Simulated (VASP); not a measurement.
Runs of VASP 6.6.1 on Ge3Pd. The structure is that of space group Pm-3m (No. 221), or close to it. The cells are those of the table. 

```tsv
level	potentials or basis	cell	gap on the mesh (eV)	pressure (GPa)
PBEsol	VASP PAW PBE potentials, release 64 (Pd, Ge_d)	a = 4.197 Å, 4 atoms	none	-7.3
LDA	VASP PAW LDA potentials, release 64 (Pd, Ge_d)	a = 4.142 Å, 4 atoms	none	-6.8
PBE	VASP PAW PBE potentials, release 64 (Pd, Ge_d)	a = 4.169 Å, 4 atoms	none	(a)
PBEsol	VASP PAW PBE potentials, release 64 (Pd, Ge_d)	a = 4.169 Å, 4 atoms	none	(b)
PBEsol	VASP PAW PBE potentials, release 64 (Pd, Ge_d)	a = 4.086 Å, 4 atoms	none	-1.1
```

Alike in all rows: task single point; no spin polarisation; k mesh 7 × 7 × 7; cutoff (eV) 520; smearing fermi-dirac 0.05 eV.

**Question.** Fill in the values left out.

**Answer.** (a) -1.6; (b) -6.0.

Caveats: the cell stands under tension (at least some runs); the PAW data sets were made with another functional, which shifts forces and pressure a little (at least some runs).

A k mesh can miss the band edges, and the runs leave out spin-orbit coupling on Ge, Pd.

A gap of «none» marks levels without a gap at the run's occupations.
